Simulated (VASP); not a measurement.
# Si (a cell with a defect) in VASP: further runs, part 2 of 2

VASP 6.6.1. The steps go on from the part before.

## 3. Relaxation of the atoms, PBE

INCAR reads:

```
SYSTEM = Si
PREC = Accurate
ENCUT = 520
EDIFF = 1E-6
ISMEAR = 0
SIGMA = 0.02
LREAL = Auto
LASPH = .True.
NELM = 80
ALGO = Normal
ISIF = 2
LWAVE = .False.
LCHARG = .False.
GGA = PE
IBRION = 2
NSW = 80
EDIFFG = -0.03
```

KPOINTS reads:

```
Automatic mesh
0
Gamma
  2 2 2
  0 0 0
```

POSCAR reads:

```
Si
1.0
    0.0000000000      5.4300000000      5.4300000000
    5.4300000000      0.0000000000      5.4300000000
    5.4300000000      5.4300000000      0.0000000000
Si
17
Direct
    0.0000000000      0.0000000000      0.0000000000
    0.1250000000      0.1250000000      0.1250000000
    0.0000000000      0.0000000000      0.5000000000
    0.1250000000      0.1250000000      0.6250000000
    0.0000000000      0.5000000000      0.0000000000
    0.1250000000      0.6250000000      0.1250000000
    0.0000000000      0.5000000000      0.5000000000
    0.1250000000      0.6250000000      0.6250000000
    0.5000000000      0.0000000000      0.0000000000
    0.6250000000      0.1250000000      0.1250000000
    0.5000000000      0.0000000000      0.5000000000
    0.6250000000      0.1250000000      0.6250000000
    0.5000000000      0.5000000000      0.0000000000
    0.6250000000      0.6250000000      0.1250000000
    0.5000000000      0.5000000000      0.5000000000
    0.6250000000      0.6250000000      0.6250000000
    0.3776720000      0.8712816500      0.3740170200
```

Potentials or basis: VASP PAW PBE potentials, release 64 (Si).

Started as:

```bash
$ cat potpaw_PBE.64/Si/POTCAR > POTCAR
$ mpirun -np 1 vasp_std > vasp.out
```

OUTCAR:

```text
SYSTEM = Si
   PREC = Accurate
   ENCUT = 520
   EDIFF = 1E-6
   ISMEAR = 0
   LREAL = Auto
   LASPH = .True.
   NELM = 80
   ISIF = 2
   GGA = PE
   IBRION = 2
   NSW = 80
   EDIFFG = -0.03

 ion  position               nearest neighbor table
   1  0.000  0.000  0.000-   2 2.35   4 2.35   6 2.35  10 2.35
   2  0.125  0.125  0.125-   1 2.35   3 2.35   5 2.35   9 2.35  17 2.72
   3  0.000  0.000  0.500-   2 2.35   4 2.35   8 2.35  12 2.35  17 2.37
   4  0.125  0.125  0.625-   1 2.35   3 2.35   7 2.35  11 2.35  17 2.74
   5  0.000  0.500  0.000-   2 2.35   6 2.35   8 2.35  14 2.35
   6  0.125  0.625  0.125-   1 2.35   5 2.35   7 2.35  13 2.35
   7  0.000  0.500  0.500-   4 2.35   6 2.35   8 2.35  16 2.35
   8  0.125  0.625  0.625-   3 2.35   5 2.35   7 2.35  15 2.35  17 2.71
   9  0.500  0.000  0.000-  17 2.35  10 2.35  12 2.35  14 2.35   2 2.35
[... 215 lines left out ...]
  -------------------------------------------------------------------------------------
  Total       11.6602064     11.6416999     11.6408065     -0.0766996     -0.3271525      0.1198087
  in kB       58.3428092     58.2502103     58.2457399     -0.3837727     -1.6369345      0.5994725
  external PRESSURE =      58.2795865 kB  Pullay stress =       0.0000000 kB
[... 242 lines left out ...]
--------------------------------------- Ionic step        6  -------------------------------------------

 number of electron      68.0000001 magnetization

 Free energy of the ion-electron system (eV)
  ---------------------------------------------------
  ext. energy  EPLUGINS =         0.00000000
  ---------------------------------------------------
  free energy    TOTEN  =       -87.99013069 eV

  energy without entropy =      -87.98627415  energy(sigma->0) =      -87.98820242

 E-fermi :   6.9201     XC(G=0):  -9.6742

 val. band max:        6.6775778969   @ k =   0.0000   0.0000   0.0000
 cond. band min:       6.9261700579   @ k =   0.5000   0.5000   0.0000
 fundamental gap:      0.2485921610
 Fermi energy:         6.9201184439

 k-point     1 :       0.0000    0.0000    0.0000
  band No.  band energies     occupation
      1      -6.3191      2.00000
      2      -3.7739      2.00000
      3      -3.6288      2.00000
      4      -3.6279      2.00000
      5      -3.6276      2.00000
      6      -2.8069      2.00000
[... 401 lines left out ...]
  FREE ENERGIE OF THE ION-ELECTRON SYSTEM (eV)
  ---------------------------------------------------
  free  energy   TOTEN  =       -87.9901306865 eV

  energy  without entropy=      -87.9862741534  energy(sigma->0) =      -87.98820242

 reached required accuracy - stopping structural energy minimisation
```

Run time: 6.1 min. Hardware: 1 thread of Intel Xeon 6975P-C (Granite Rapids), shared host; peak memory 0.53 GiB.

Results:

| Item | Value |
| --- | --- |
| Free energy | -87.9901 eV |
| Energy gained by relaxing | 7.2 meV/atom |
| Ionic steps | 6 |
| Pressure after relaxing | 5.4 GPa |
| Largest force after relaxing | 0.016 eV/Å |
| Band gap on the k mesh | zero (bands 34 and 35 overlap by 0.25 eV) |

Forces in eV/Å, atoms in the order of the input:
```
Si  -0.001  0.002 -0.002
Si  -0.002  0.003  0.004
Si   0.001 -0.005 -0.008
Si  -0.003  0.000  0.001
Si   0.000 -0.003 -0.002
Si   0.001  0.000  0.000
Si   0.001 -0.001  0.001
Si  -0.005  0.006  0.004
Si  -0.007  0.002 -0.001
Si  -0.001 -0.004 -0.003
Si   0.001  0.008  0.005
Si   0.003 -0.001  0.001
Si  -0.001  0.002  0.003
Si   0.006  0.002 -0.002
Si  -0.002 -0.003  0.003
Si  -0.004 -0.004 -0.006
Si   0.015 -0.005  0.003
```

The path:
```tsv
step	energy change (eV)	largest force (eV/Å)	pressure (GPa)
1	0.0000	1.0148	5.83
2	-0.1192	0.1137	5.36
3	-0.1199	0.1305	5.34
4	-0.1218	0.0423	5.34
5	-0.1220	0.0513	5.34
6	-0.1223	0.0158	5.35
```

Final structure:
```cif
data_structure
_symmetry_space_group_name_H-M 'P 1'
_symmetry_Int_Tables_number 1
_cell_length_a 7.6792
_cell_length_b 7.6792
_cell_length_c 7.6792
_cell_angle_alpha 60.000
_cell_angle_beta 60.000
_cell_angle_gamma 60.000
_cell_volume 320.21
loop_
_atom_site_label
_atom_site_type_symbol
_atom_site_fract_x
_atom_site_fract_y
_atom_site_fract_z
_atom_site_occupancy
Si1 Si 0.00047 0.99871 0.00038 1
Si2 Si 0.12206 0.12796 0.12196 1
Si3 Si 0.99423 0.00195 0.50192 1
Si4 Si 0.12206 0.12794 0.62796 1
Si5 Si 0.00055 0.50040 0.00045 1
Si6 Si 0.12498 0.62503 0.12501 1
Si7 Si 0.00050 0.50036 0.49866 1
Si8 Si 0.12206 0.62189 0.62801 1
Si9 Si 0.50217 0.00226 0.99338 1
Si10 Si 0.62803 0.12797 0.12196 1
Si11 Si 0.50194 0.00200 0.50197 1
Si12 Si 0.62562 0.12414 0.62478 1
Si13 Si 0.49859 0.50040 0.00046 1
Si14 Si 0.62808 0.62188 0.12196 1
Si15 Si 0.50240 0.49273 0.50247 1
Si16 Si 0.62805 0.62189 0.62801 1
Si17 Si 0.37589 0.87378 0.37466 1
```

Caveat: the k points lie up to 0.50 Å⁻¹ apart.

## 4. Relaxation of the atoms, PBE

INCAR reads:

```
  PREC = Accurate
  ENCUT = 520
  EDIFF = 1E-6
  ISMEAR = 0
  SIGMA = 0.02
  LREAL = Auto
  LASPH = T
  NELM = 80
  ALGO = Normal
  ISIF = 2
  LWAVE = F
  LCHARG = F
  GGA = PE
  IBRION = 2
  NSW = 80
  EDIFFG = -0.03
```

KPOINTS reads:

```
Automatic mesh
0
Gamma
  2 2 2
```

Edit POSCAR of step 3 so:

```diff
@@ -24,2 +24,2 @@
     0.6250000000      0.6250000000      0.6250000000
-    0.3776720000      0.8712816500      0.3740170200
+    0.2612465000      0.7474232000      0.7447657000
```

Started as:

```bash
$ cat potpaw_PBE.64/Si/POTCAR > POTCAR
$ mpirun -np 1 vasp_std > vasp.out
```

Run time: 14 min. Hardware: 1 thread of Oxide Virtual Turin-like, shared host; peak memory 0.49 GiB.

It converged, with:

```yaml
Free_energy: -87.9896 eV
Energy_gained_by_relaxing: 8.5 meV/atom
Ionic_steps: 7
Pressure_after_relaxing: 5.3 GPa
Largest_force_after_relaxing: 0.026 eV/Å
Band_gap_on_the_k_mesh: zero (bands 34 and 35 overlap by 0.26 eV)
```

Forces in eV/Å, atoms in the order of the input:
```
Si  -0.010 -0.007 -0.003
Si  -0.005  0.007  0.005
Si   0.006  0.009 -0.004
Si   0.008 -0.010  0.022
Si   0.003 -0.006  0.010
Si   0.010  0.022 -0.009
Si   0.008 -0.004 -0.009
Si  -0.022 -0.010 -0.007
Si   0.003 -0.002 -0.003
Si   0.007  0.003  0.000
Si  -0.010  0.011 -0.008
Si  -0.003 -0.008  0.002
Si  -0.013 -0.009  0.012
Si   0.000  0.002 -0.007
Si   0.008  0.011  0.010
Si  -0.003  0.001  0.004
Si   0.014 -0.011 -0.017
```

Step by step:
| step | energy change (eV) | largest force (eV/Å) | pressure (GPa) |
| --- | --- | --- | --- |
| 1 | 0.0000 | 1.3946 | 5.85 |
| 2 | -0.1377 | 0.2409 | 5.35 |
| 3 | -0.1377 | 0.2750 | 5.34 |
| 4 | -0.1428 | 0.0935 | 5.33 |
| 5 | -0.1428 | 0.0950 | 5.33 |
| 6 | -0.1438 | 0.0563 | 5.34 |
| 7 | -0.1441 | 0.0258 | 5.35 |

Final structure:
```
Si
1.0
     0.00000    5.43000    5.43000
     5.43000    0.00000    5.43000
     5.43000    5.43000    0.00000
Si
17
Cartesian
  0.0325 5.4302 5.4306
  1.3534 1.3614 1.3617
  2.7146 8.1123 5.4305
  4.0930 4.0520 1.3776
  2.7145 5.4302 8.1126
  4.0907 1.3755 4.0542
  5.4196 2.7229 2.7266
  6.7680 4.0527 4.0526
  0.0004 2.7148 2.7146
  1.3514 4.0677 4.0680
  2.7135 5.4314 2.7492
  4.0774 6.7937 4.0677
  2.7134 2.7490 5.4317
  4.0770 4.0678 6.7936
  5.3959 5.4314 5.4316
  6.7553 6.8199 6.8197
  8.1320 5.4399 5.4446
```

Levels at points of the mesh, in eV from the Fermi level:
```
           k point  band 31  band 32  band 33  band 34  band 35  band 36  band 37  band 38
(0.00, 0.00, 0.00)    -0.83    -0.83    -0.83    -0.25    -0.25    -0.23     0.08     0.08
(0.50, 0.00, 0.00)    -1.58    -1.44    -1.44    -0.35     0.53     0.54     0.88     0.88
(0.00, 0.50, 0.00)    -1.57    -1.44    -1.44    -0.35     0.52     0.54     0.89     0.89
(0.00, 0.00, 0.50)    -1.58    -1.44    -1.44    -0.35     0.52     0.54     0.89     0.89
(0.50, 0.50, 0.50)    -1.57    -1.44    -1.44    -0.35     0.52     0.54     0.89     0.89
(0.50, 0.50, 0.00)    -2.03    -1.90    -1.00     0.01     0.71     1.01     1.02     1.14
(0.00, 0.50, 0.50)    -2.03    -1.90    -1.00     0.01     0.71     1.01     1.02     1.14
(0.50, 0.00, 0.50)    -2.03    -1.90    -1.00     0.01     0.71     1.01     1.02     1.14
```

Caveat: the k points lie up to 0.50 Å⁻¹ apart.

## 5. Overview

| task | cell | gap on the mesh (eV) | pressure (GPa) | largest force (eV/Å) |
| --- | --- | --- | --- | --- |
| single point | as given, atomic positions A | none | 5.3 | 0.02 |
| relaxation of the atoms | atoms relaxed, atomic positions B | none | 5.4 | 0.02 |
| relaxation of the atoms | atoms relaxed, atomic positions C | none | 5.3 | 0.03 |

Alike in all rows: level PBE; potentials or basis VASP PAW PBE potentials, release 64 (Si); no spin polarisation; k mesh 2 × 2 × 2; cutoff (eV) 520; smearing gaussian 0.02 eV.

Caveats: all runs use coarse meshes.

Absolute energies hang on the potentials; compare differences alone.
